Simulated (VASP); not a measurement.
# NaI in VASP: notebook

Runs on NaI. Level: PBE. Tasks: single point.

Everything below comes from runs of VASP 6.6.1. Logs are shortened: lines on timing, memory, paths and dates and some standing lists are left out, and cuts for length are marked.

**1. The cell of the first run**

It takes space group R-3m (No. 166, trigonal). The conventional cell has a = 4.568 Å, b = 4.568 Å, c = 11.636 Å, α = 90.00°, β = 90.00°, γ = 120.00°. Na (site symmetry -3m) has 6 I at 3.27 Å within 4.3 Å. Within 4.3 Å of I (site symmetry -3m) lie 6 Na at 3.27 Å.

**2. Single point, PBE (strain along [111] +4.0%)**

Contents of INCAR:

```
SYSTEM = NaI
PREC = Accurate ; ENCUT = 520
EDIFF = 1E-7 ; ISMEAR = 0
SIGMA = 0.01 ; LREAL = .FALSE.
LASPH = .TRUE. ; NELM = 60
ALGO = Normal ; ISIF = 2
LWAVE = .FALSE. ; LCHARG = .TRUE.
GGA = PE ; LELF = .TRUE.
LVHAR = .TRUE. ; NBANDS = 14
```

Contents of KPOINTS:

```
Automatic mesh
0
G
  4 4 4
  0 0 0
```

Contents of POSCAR:

```
NaI
1.0
    0.0861258803      3.3158463918      3.3158463918
    3.3158463918      0.0861258803      3.3158463918
    3.3158463918      3.3158463918      0.0861258803
Na I
1 1
Direct
    0.0000000000      0.0000000000      0.0000000000
    0.5000000000      0.5000000000      0.5000000000
```

Potentials or basis: VASP PAW PBE potentials, release 64 (Na_pv, I).

Started as:

```sh
cat potpaw_PBE.64/Na_pv/POTCAR potpaw_PBE.64/I/POTCAR > POTCAR
mpirun -np 1 vasp_std > vasp.out
```

OUTCAR:

```text
SYSTEM = NaI
   PREC = Accurate
   ENCUT = 520
   EDIFF = 1E-7
   ISMEAR = 0
   LREAL = .FALSE.
   LASPH = .TRUE.
   NELM = 60
   ISIF = 2
   GGA = PE

 ion  position               nearest neighbor table
   1  0.000  0.000  0.000-
   2  0.500  0.500  0.500-

  LATTYP: Found a trigonal (rhomboedric) cell.
 ALAT       =     4.6901057830
 COS(alpha) =     0.5257966616

  Lattice vectors:

 A1 = (   0.0861258803,   3.3158463918,   3.3158463918)
 A2 = (   3.3158463918,   0.0861258803,   3.3158463918)
 A3 = (   3.3158463918,   3.3158463918,   0.0861258803)

Analysis of symmetry for initial positions (statically):
=====================================================================
 Subroutine PRICEL returns:
 Original cell was already a primitive cell.

 Routine SETGRP: Setting up the symmetry group for a
 trigonal (rhombohedral) supercell.

 Subroutine GETGRP returns: Found 12 space group operations
 (whereof 12 operations were pure point group operations)
 out of a pool of 12 trial point group operations.

The static configuration has the point symmetry D_3d.

Analysis of symmetry for dynamics (positions and initial velocities):
=====================================================================
 Subroutine PRICEL returns:
 Original cell was already a primitive cell.

 Routine SETGRP: Setting up the symmetry group for a
 trigonal (rhombohedral) supercell.

 Subroutine GETGRP returns: Found 12 space group operations
 (whereof 12 operations were pure point group operations)
 out of a pool of 12 trial point group operations.

The dynamic configuration has the point symmetry D_3d.

 Subroutine INISYM returns: Found 12 space group operations
 (whereof 12 operations are pure point group operations),
 and found     1 'primitive' translations

----------------------------------------------------------------------------------------

                                     Primitive cell

  volume of cell :      70.0742

  direct lattice vectors                    reciprocal lattice vectors
     0.086125880  3.315846392  3.315846392    -0.156796929  0.152827386  0.152827386
     3.315846392  0.086125880  3.315846392     0.152827386 -0.156796929  0.152827386
     3.315846392  3.315846392  0.086125880     0.152827386  0.152827386 -0.156796929

  length of vectors
     4.690105783  4.690105783  4.690105783     0.267016285  0.267016285  0.267016285

  position of ions in fractional coordinates (direct lattice)
[... 8 lines left out ...]
----------------------------------------------------------------------------------------

 KPOINTS: Automatic mesh

Automatic generation of k-mesh.
 Grid dimensions read from file:
 generate k-points for:    4    4    4

 Generating k-lattice:

  Cartesian coordinates                     Fractional coordinates (reciprocal lattice)
    -0.039199232  0.038206847  0.038206847     0.250000000  0.000000000  0.000000000
     0.038206847 -0.039199232  0.038206847     0.000000000  0.250000000  0.000000000
     0.038206847  0.038206847 -0.039199232     0.000000000  0.000000000  0.250000000

  Length of vectors
     0.066754071  0.066754071  0.066754071

  Shift w.r.t. Gamma in fractional coordinates (k-lattice)
     0.000000000  0.000000000  0.000000000

 Subroutine IBZKPT returns following result:
 ===========================================

 Found     13 irreducible k-points:

 Following reciprocal coordinates:
            Coordinates               Weight
  0.000000  0.000000  0.000000      1.000000
  0.250000  0.000000  0.000000      6.000000
  0.500000  0.000000  0.000000      3.000000
  0.250000  0.250000 -0.000000      6.000000
  0.500000  0.250000  0.000000     12.000000
 -0.250000  0.250000  0.000000      6.000000
  0.500000  0.500000 -0.000000      3.000000
  0.250000  0.250000  0.250000      2.000000
  0.500000  0.250000  0.250000      6.000000
 -0.250000  0.250000  0.250000      6.000000
  0.500000  0.500000  0.250000      6.000000
 -0.250000  0.500000  0.250000      6.000000
  0.500000  0.500000  0.500000      1.000000
   k-points           NKPTS =     13   k-points in BZ     NKDIM =     13   number of bands    NBANDS=     14
   number of dos      NEDOS =    301   number of ions     NIONS =      2
   total plane-waves  NPLWV =  46656
   dimension x,y,z NGX =    36 NGY =   36 NGZ =   36
   dimension x,y,z NGXF=    72 NGYF=   72 NGZF=   72
   ions per type =               1   1
   NGX,Y,Z   is equivalent  to a cutoff of  12.76, 12.76, 12.76 a.u.
   NGXF,Y,Z  is equivalent  to a cutoff of  25.52, 25.52, 25.52 a.u.
 SYSTEM =  NaI
   PREC   = accura    normal or accurate (medium, high low for compatibility)
   ISTART =      0    job   : 0-new  1-cont  2-samecut
   ICHARG =      2    charge: 1-file 2-atom 10-const
   ISPIN  =      1    spin polarized calculation?
   LNONCOLLINEAR =      F non collinear calculations
   LSORBIT =      F    spin-orbit coupling
   LASPH  =      T    aspherical Exc in radial PAW
   ENCUT  =  520.0 eV  38.22 Ry    6.18 a.u.   8.72  8.72  8.72*2*pi/ulx,y,z
   NELM   =     60;   NELMIN=  2; NELMDL= -5     # of ELM steps
   EDIFF  = 0.1E-06   stopping-criterion for ELM
   LREAL  =      F    real-space projection
   EDIFFG = 0.1E-05   stopping-criterion for IOM
   NSW    =      0    number of steps for IOM
   IBRION =     -1    ionic relax: 0-MD 1-quasi-New 2-CG
   NFREE  =      0    steps in history (QN), initial steepest desc. (CG)
   ISIF   =      2    stress and relaxation
   ISYM   =      2    0-nonsym 1-usesym 2-fastsym
   POTIM  = 0.5000    time-step for ionic-motion
   TEBEG  =    0.0;   TEEND  =   0.0 temperature during run
   PSTRESS=    0.0 pullay stress
   NELECT =      14.0000    total number of electrons
   NUPDOWN=      -1.0000    fix difference up-down
   EMIN   =  10.00;   EMAX   =-10.00  energy-range for DOS
   EFERMI =   0.00;   METHOD = LEGACY
   ISMEAR =     0;   SIGMA  =   0.01  broadening in eV -4-tet -1-fermi 0-gaus
   EFERMI_NEDOS =   21; number of points for ismear=-14 and -15
   IALGO  =     38    algorithm
   IMIX   =      4    mixing-type and parameters
     AMIX     =   0.40;   BMIX     =  1.00
     AMIX_MAG =   1.60;   BMIX_MAG =  1.00
  volume/ion in A,a.u.               =      35.04       236.44
  Fermi-wavevector in a.u.,A,eV,Ry     =   0.957043  1.808549 12.462002  0.915931
  Thomas-Fermi vector in A             =   2.086026
   LORBIT       =      0    0 simple, 1 ext, 2 COOP (PROOUT), +10 PAW based schemes
   GGA     = PE    functional components
   LHFCALC =     F    Hartree Fock is set to
   AEXX    =    0.0000 exact exchange contribution
   IVDW    =     0    specifies the selected vdW correction
   LEPSILON=     F    determine dielectric tensor
   LRPA    =     F    only Hartree local field effects (RPA)
 non-spin polarized calculation
 Gauss-broadening in eV      SIGMA  =   0.01
  energy-cutoff  :      520.00
  volume of cell :       70.07
 maximum number of plane-waves:      1910
 NGX is ok and might be reduce to    36
   NGX = 17   NGY = 17   NGZ = 17

 number of electron      14.0000000 magnetization

 Free energy of the ion-electron system (eV)
  ---------------------------------------------------
  ext. energy  EPLUGINS =         0.00000000
  ---------------------------------------------------
  free energy    TOTEN  =        -5.37915551 eV

  energy without entropy =       -5.37915551  energy(sigma->0) =       -5.37915551

 E-fermi :   0.7166     XC(G=0):  -7.5704

 val. band max:        0.6477166778   @ k =   0.0000   0.0000   0.0000
 cond. band min:       4.1330896303   @ k =   0.0000   0.0000   0.0000
 fundamental gap:      3.4853729525
 Fermi energy:         0.7165944422

 k-point     1 :       0.0000    0.0000    0.0000
  band No.  band energies     occupation
      1     -21.9061      2.00000
      2     -21.9061      2.00000
      3     -21.9020      2.00000
      4     -10.3454      2.00000
      5       0.4772      2.00000
      6       0.6477      2.00000
      7       0.6477      2.00000
      8       4.1331      0.00000
      9       8.2448      0.00000
     10       8.6599      0.00000
     11       8.6599      0.00000
     12      10.2875      0.00000
     13      10.2875      0.00000
     14      10.9872      0.00000

 k-point     2 :       0.2500    0.0000    0.0000
  band No.  band energies     occupation
      1     -21.9083      2.00000
      2     -21.9063      2.00000
      3     -21.9022      2.00000
      4     -10.2034      2.00000
      5      -0.6129      2.00000
      6       0.3691      2.00000
      7       0.4904      2.00000
      8       5.4095      0.00000
      9       8.0616      0.00000
     10       8.3610      0.00000
     11       8.6118      0.00000
     12       9.8863      0.00000
     13      10.2139      0.00000
     14      10.8645      0.00000

 k-point     3 :       0.5000    0.0000    0.0000
  band No.  band energies     occupation
      1     -21.9105      2.00000
      2     -21.9066      2.00000
      3     -21.9024      2.00000
      4     -10.0504      2.00000
      5      -1.4678      2.00000
      6       0.2534      2.00000
      7       0.3466      2.00000
      8       5.6347      0.00000
      9       7.8243      0.00000
     10       8.0724      0.00000
     11       9.0874      0.00000
     12      10.7986      0.00000
     13      12.4138      0.00000
     14      12.9783      0.00000
[... 137 lines left out ...]
 k-point    12 :      -0.2500    0.5000    0.2500
  band No.  band energies     occupation
      1     -21.9088      2.00000
      2     -21.9080      2.00000
      3     -21.9037      2.00000
      4      -9.9823      2.00000
      5      -0.7585      2.00000
      6      -0.7133      2.00000
      7      -0.2844      2.00000
      8       6.3168      0.00000
      9       7.9913      0.00000
     10       8.0189      0.00000
     11       8.4724      0.00000
     12      12.2102      0.00000
     13      12.5360      0.00000
     14      12.9916      0.00000

 k-point    13 :       0.5000    0.5000    0.5000
  band No.  band energies     occupation
      1     -21.9063      2.00000
      2     -21.9063      2.00000
      3     -21.9060      2.00000
      4     -10.0907      2.00000
      5      -1.5098      2.00000
      6       0.4195      2.00000
      7       0.4195      2.00000
      8       5.7682      0.00000
      9       8.1817      0.00000
     10       8.1817      0.00000
     11       8.9643      0.00000
     12      10.8499      0.00000
     13      12.6070      0.00000
     14      12.6070      0.00000

------------------------ aborting loop because EDIFF is reached ----------------------------------------

  FORCE on cell =-STRESS in cart. coord.  units (eV):
  Direction    XX          YY          ZZ          XY          YZ          ZX
  --------------------------------------------------------------------------------------
  -------------------------------------------------------------------------------------
  Total       -0.0228194     -0.0228194     -0.0228194     -0.0866946     -0.0866946     -0.0866946
  in kB       -0.5217419     -0.5217419     -0.5217419     -1.9821852     -1.9821852     -1.9821852
  external PRESSURE =      -0.5217419 kB  Pullay stress =       0.0000000 kB

 VOLUME and BASIS-vectors are now :
 -----------------------------------------------------------------------------
  energy-cutoff  :      520.00
  volume of cell :       70.07
      direct lattice vectors                 reciprocal lattice vectors
     0.086125880  3.315846392  3.315846392    -0.156796929  0.152827386  0.152827386
     3.315846392  0.086125880  3.315846392     0.152827386 -0.156796929  0.152827386
     3.315846392  3.315846392  0.086125880     0.152827386  0.152827386 -0.156796929

 POSITION                                       TOTAL-FORCE (eV/Angst)
 -----------------------------------------------------------------------------------
      0.00000      0.00000      0.00000         0.000000     -0.000000      0.000000
      3.35891      3.35891      3.35891        -0.000000      0.000000     -0.000000
 -----------------------------------------------------------------------------------
    total drift:                                0.000000      0.000000      0.000000

  FREE ENERGIE OF THE ION-ELECTRON SYSTEM (eV)
  ---------------------------------------------------
  free  energy   TOTEN  =        -5.3791555088 eV

  energy  without entropy=       -5.3791555088  energy(sigma->0) =       -5.37915551
```

Wall time 15 s (1 thread of Intel Xeon Platinum 8259CL at 2.50GHz (Skylake/Cascade Lake), shared host); peak memory 0.2 GiB.

What came out:

| Quantity | Value |
| --- | --- |
| Free energy | -5.3792 eV |
| Pressure | -0.1 GPa |
| Band gap on the k mesh | 3.49 eV, direct |

Stress tensor (GPa, compression positive):
```
-0.05 -0.20 -0.20
-0.20 -0.05 -0.20
-0.20 -0.20 -0.05
```

Levels at points of the mesh, in eV from the valence-band top:
| k point | band 4 | band 5 | band 6 | band 7 | band 8 | band 9 | band 10 | band 11 |
| --- | --- | --- | --- | --- | --- | --- | --- | --- |
| (0.00, 0.00, 0.00) | -10.99 | -0.17 | 0.00 | 0.00 | 3.49 | 7.60 | 8.01 | 8.01 |
| (0.50, 0.00, 0.00) | -10.70 | -2.12 | -0.39 | -0.30 | 4.99 | 7.18 | 7.42 | 8.44 |
| (0.50, 0.50, 0.00) | -10.64 | -1.86 | -0.83 | -0.68 | 4.40 | 5.56 | 9.56 | 11.03 |
| (0.50, 0.50, 0.50) | -10.74 | -2.16 | -0.23 | -0.23 | 5.12 | 7.53 | 7.53 | 8.32 |

Caveat: the cell differs from its parent crystal (strain along [111] +4.0%); spin-orbit coupling is left out, which moves the levels of the heavy elements.

**3. Single point, PBE (epitaxial xy strain -1.0%)**

Contents of INCAR:

```
SYSTEM = NaI
ALGO = Normal ; EDIFF = 1E-6
ENCUT = 520 ; GGA = PE
ISIF = 2 ; ISMEAR = 0
LASPH = .TRUE. ; LCHARG = .FALSE.
LREAL = .FALSE. ; LWAVE = .FALSE.
NBANDS = 14 ; NELM = 100
PREC = Accurate ; SIGMA = 0.01
```

Contents of KPOINTS:

```
k-points
0
G
  4 4 4
  0 0 0
```

Contents of POSCAR:

```
NaI
1.0
    0.0000000000      3.1974233064      3.2458691141
    3.1974233064      0.0000000000      3.2458691141
    3.1974233064      3.1974233064      0.0000000000
Na I
1 1
Direct
    0.0000000000      0.0000000000      0.0000000000
    0.5000000000      0.5000000000      0.5000000000
```

Potentials or basis: VASP PAW PBE potentials, release 64 (Na_pv, I).

Started as:

```sh
cat potpaw_PBE.64/Na_pv/POTCAR potpaw_PBE.64/I/POTCAR > POTCAR
mpirun -np 1 vasp_std > vasp.out
```

It took 10 s on 1 thread of Intel Xeon Platinum 8259CL at 2.50GHz (Skylake/Cascade Lake), shared host; peak memory 0.2 GiB.

The run converged. Its results:

- Free energy: -5.3724 eV
- Pressure: 0.9 GPa
- Band gap on the k mesh: 3.69 eV, direct

Stress tensor (GPa, compression positive):
```
1.03 0.00 0.00
0.00 1.03 0.00
0.00 0.00 0.61
```

Levels at points of the mesh, in eV from the valence-band top:
```tsv
k point	band 5	band 6	band 7	band 8	band 9	band 10
(0.00, 0.00, 0.00)	-0.02	-0.02	0.00	3.69	7.85	7.95
(0.50, 0.00, 0.00)	-2.27	-0.32	-0.29	5.08	7.39	7.51
(0.50, 0.50, 0.00)	-1.99	-0.76	-0.76	4.51	5.53	9.92
(0.50, 0.00, 0.50)	-1.98	-0.83	-0.77	4.49	5.49	10.03
```

Caveat: the k points lie up to 0.42 Å⁻¹ apart; the cell differs from its parent crystal (epitaxial xy strain -1.0%); spin-orbit coupling is left out, which moves the levels of the heavy elements.

**4. Single point, PBE**

This run uses another cell than the first one, of 33.69 Å³/atom, 0.962 times its volume.

Contents of INCAR:

```
  ALGO = Normal
  EDIFF = 1E-7
  ENCUT = 520
  GGA = PE
  ISIF = 2
  ISMEAR = -1
  LASPH = T
  LCHARG = F
  LREAL = F
  LWAVE = F
  NBANDS = 14
  NELM = 80
  PREC = Accurate
  SIGMA = 0.02
```

Contents of KPOINTS:

```
k-points
0
Gamma
  8 8 8
```

Contents of POSCAR:

```
NaI
1.0
    0.0000000000      3.2297205115      3.2297205115
    3.2297205115      0.0000000000      3.2297205115
    3.2297205115      3.2297205115      0.0000000000
Na I
1 1
Direct
    0.0000000000      0.0000000000      0.0000000000
    0.5000000000      0.5000000000      0.5000000000
```

Potentials or basis: VASP PAW PBE potentials, release 64 (Na_pv, I).

Started as:

```sh
cat potpaw_PBE.64/Na_pv/POTCAR potpaw_PBE.64/I/POTCAR > POTCAR
mpirun -np 1 vasp_std > vasp.out
```

OUTCAR:

```text
EDIFF = 1E-7
   ENCUT = 520
   GGA = PE
   ISIF = 2
   ISMEAR = -1
   LASPH = T
   LREAL = F
   NELM = 80
   PREC = Accurate

 ion  position               nearest neighbor table
   1  0.000  0.000  0.000-
   2  0.500  0.500  0.500-

  LATTYP: Found a face centered cubic cell.
 ALAT       =     6.4594410230

  Lattice vectors:

[... 590 lines left out ...]
     13      12.3230      0.00000
     14      13.5730      0.00000

 [... further k-points ...]

------------------------ aborting loop because EDIFF is reached ----------------------------------------

  FORCE on cell =-STRESS in cart. coord.  units (eV):
  Direction    XX          YY          ZZ          XY          YZ          ZX
  --------------------------------------------------------------------------------------
  -------------------------------------------------------------------------------------
  Total        0.2256952      0.2256952      0.2256952      0.0000000      0.0000000      0.0000000
  in kB        5.3667098      5.3667098      5.3667098      0.0000000      0.0000000      0.0000000
  external PRESSURE =       5.3667098 kB  Pullay stress =       0.0000000 kB

 VOLUME and BASIS-vectors are now :
 -----------------------------------------------------------------------------
  energy-cutoff  :      520.00
  volume of cell :       67.38
      direct lattice vectors                 reciprocal lattice vectors
     0.000000000  3.229720512  3.229720512    -0.154812157  0.154812157  0.154812157
     3.229720512  0.000000000  3.229720512     0.154812157 -0.154812157  0.154812157
     3.229720512  3.229720512  0.000000000     0.154812157  0.154812157 -0.154812157

 POSITION                                       TOTAL-FORCE (eV/Angst)
 -----------------------------------------------------------------------------------
      0.00000      0.00000      0.00000         0.000000     -0.000000     -0.000000
      3.22972      3.22972      3.22972        -0.000000      0.000000      0.000000
 -----------------------------------------------------------------------------------
    total drift:                                0.000000      0.000000      0.000000

  FREE ENERGIE OF THE ION-ELECTRON SYSTEM (eV)
  ---------------------------------------------------
  free  energy   TOTEN  =        -5.3837773116 eV

  energy  without entropy=       -5.3837773116  energy(sigma->0) =       -5.38377731
```

stdout:

```text
POSCAR found type information on POSCAR NaI
 POSCAR found :  2 types and       2 ions
 scaLAPACK will be used
 LDA part: xc-table for (Slater+PW92), standard interpolation
 POSCAR, INCAR and KPOINTS ok, starting setup
 FFT: planning ... GRIDC
 FFT: planning ... GRID_SOFT
 FFT: planning ... GRID
 WAVECAR not read
 entering main loop
```

It took 25 s on 1 thread of Intel Xeon Platinum 8259CL at 2.50GHz (Skylake/Cascade Lake), shared host; peak memory 0.21 GiB.

Results:

| Property | Result |
| --- | --- |
| Free energy | -5.3838 eV |
| Pressure | 0.5 GPa |
| Band gap on the k mesh | 3.66 eV, direct |

Caveat: spin-orbit coupling is left out, which moves the levels of the heavy elements. PBE gaps usually lie below the measured ones, often by a third to a half.

**5. Summary**

```csv
cell,k mesh,smearing,gap on the mesh (eV),pressure (GPa)
"a = 4.690 Å, angles 58.3°, 2 atoms",4 × 4 × 4,gaussian 0.01 eV,3.49,-0.1
"a = 4.556, b = 4.556, c = 4.522 Å, angles 60.2, 60.2, 59.5°, 2 atoms",4 × 4 × 4,gaussian 0.01 eV,3.69,0.9
"a = 4.568 Å, angles 60.0°, 2 atoms",8 × 8 × 8,fermi-dirac 0.02 eV,3.66,0.5
```

Alike in all rows: task single point; level PBE; potentials or basis VASP PAW PBE potentials, release 64 (Na_pv, I); no spin polarisation; cutoff (eV) 520.

Caveats: some runs use coarse meshes; spin-orbit coupling is left out, which moves the levels of the heavy elements.

Absolute energies hang on the potentials; compare differences alone.
